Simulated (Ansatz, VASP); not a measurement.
One calculation of Al3GaN4, two programs

```xyz
16
Lattice="0.0000 -4.4012 0.0000 0.0000 0.0000 -4.4012 8.8025 0.0000 0.0000" Properties=species:S:1:pos:R:3 pbc="T T T"
Al    2.2006   -2.2006   -4.4012
Al    6.6019   -2.2006   -4.4012
Al    2.2006   -4.4012   -2.2006
Al    6.6019   -4.4012   -2.2006
Al    4.4012   -2.2006   -2.2006
Al    0.0000   -2.2006   -2.2006
Ga    4.4012   -4.4012   -4.4012
Ga    0.0000   -4.4012   -4.4012
N     3.2765   -1.1247   -3.2765
N     7.6778   -1.1247   -3.2765
N     3.2765   -3.2765   -1.1247
N     7.6778   -3.2765   -1.1247
N     1.1247   -1.1247   -1.1247
N     5.5259   -1.1247   -1.1247
N     1.1247   -3.2765   -3.2765
N     5.5259   -3.2765   -3.2765
```

Alike in both runs: task single point; functional r2SCAN; k mesh 5 × 5 × 3; occupations gaussian, width 0.05 eV; no spin polarisation.

|  | VASP | Ansatz |
| --- | --- | --- |
| version | VASP 6.6.1 | Ansatz 0.2.0 |
| potentials or method | VASP PAW PBE potentials, release 64 (Al, Ga_d, N), cutoff 520 eV | scalar-relativistic, plane waves, PAW |
| valence electrons in the cell | 84 | 84 |

|  | VASP | Ansatz | Ansatz less VASP |
| --- | --- | --- | --- |
| gap on the k mesh at the Fermi level (eV) | 4.00 | 4.01 | +0.005 |
| least direct gap on the mesh (eV) | 4.00 | 4.01 | +0.005 |
| pressure (GPa) | 0.0 | 0.0 | +0.02 |
| rms of the force components (eV/Å) | 0.030 | 0.000 | -0.0304 |

VASP's potentials were made for PBE, not for r2SCAN. Atom by atom the forces differ by 0.030 eV/Å (rms over components). With one functional, cell and mesh, what is left measures potentials, basis and numerics.
